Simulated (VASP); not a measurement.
Crystal: HfSi3O2.

```
Hf Si O
1.0
     3.25000    0.00000    0.00000
    -1.62500    2.81458    0.00000
     0.00000    0.00000    8.66000
Hf Si O
1 3 2
Direct
  0.00000 0.00000 0.00000
  0.33333 0.66667 0.31000
  0.66667 0.33333 0.69000
  0.00000 0.00000 0.50000
  0.33333 0.66667 0.11200
  0.66667 0.33333 0.88800
```

```yaml
Program: VASP 6.6.1
Task: relaxation of cell and atoms
Functional: PBE
Potentials_or_basis: VASP PAW PBE potentials, release 64 (Hf_pv, Si, O)
Cutoff: 600 eV
k_mesh: 6 × 6 × 2
Occupations: gaussian, width 0.2 eV
Spin: no spin polarisation
```

At the start: pressure 15.8 GPa; volume 13.20 Å³/atom.

Task: Where does the relaxation end?

Result: Over 28 steps the energy falls by 313.8 meV/atom and the volume is 17.44 Å³/atom (+32.1 %); space group P-3m1 (No. 164, to 0.05 Å).

Step by step:
```tsv
step	energy change (eV)	largest force (eV/Å)	pressure (GPa)	volume (Å³)
1	0.0000	2.5881	15.82	79.22
2	-0.5627	0.9398	-7.96	95.11
3	-0.6570	1.0665	-2.68	89.77
4	-0.7863	0.5682	0.61	88.14
5	-0.8169	0.3169	3.58	86.97
6	-0.9314	0.5771	1.57	89.71
7	-1.1822	0.5321	-2.39	98.28
8	-1.1838	0.4491	-2.92	100.15
9	-1.2163	0.2903	-2.45	101.05
10	-1.2513	0.4827	-0.96	103.29
11	-1.3030	0.5510	-0.57	102.99
12	-1.4372	0.4043	0.99	102.04
13	-1.5300	0.5146	4.81	99.94
14	-1.4674	1.0977	13.70	95.03
15	-1.6086	1.0125	7.55	98.28
16	-1.5926	0.8106	10.45	96.70
17	-1.6155	0.8719	9.22	97.36
18	-1.6573	0.7034	8.49	97.79
19	-1.7383	0.5395	6.35	99.05
20	-1.8095	0.5306	2.25	101.42
21	-1.8247	0.4983	1.85	101.82
22	-1.8572	0.4040	0.66	103.01
23	-1.8632	0.2246	-1.57	105.38
24	-1.8700	0.3007	-0.65	104.38
25	-1.8743	0.1638	-0.17	104.14
26	-1.8764	0.1474	0.47	103.82
27	-1.8788	0.1219	0.31	104.03
28	-1.8830	0.0734	-0.25	104.65
```

Final structure:
```yaml
crystal:
  lattice:
    - [3.20716, 0.00000, 0.00000]
    - [-1.60358, 2.77748, 0.00000]
    - [0.00000, 0.00000, 11.74804]
  atoms:
    - { symbol: Hf, position: [0.00000, 0.00000, 0.00000] }
    - { symbol: Si, position: [0.33333, 0.66667, 0.35481] }
    - { symbol: Si, position: [0.66667, 0.33333, 0.64519] }
    - { symbol: Si, position: [0.00000, 0.00000, 0.50000] }
    - { symbol: O, position: [0.33333, 0.66667, 0.08240] }
    - { symbol: O, position: [0.66667, 0.33333, 0.91760] }
```

Caveat: the k points lie up to 0.38 Å⁻¹ apart in the final cell; the volume moved by over 15 % at a fixed basis, so the end points are rough; the relaxation stopped at a loose force limit of 0.08 eV/Å, so its end isn't a converged minimum.
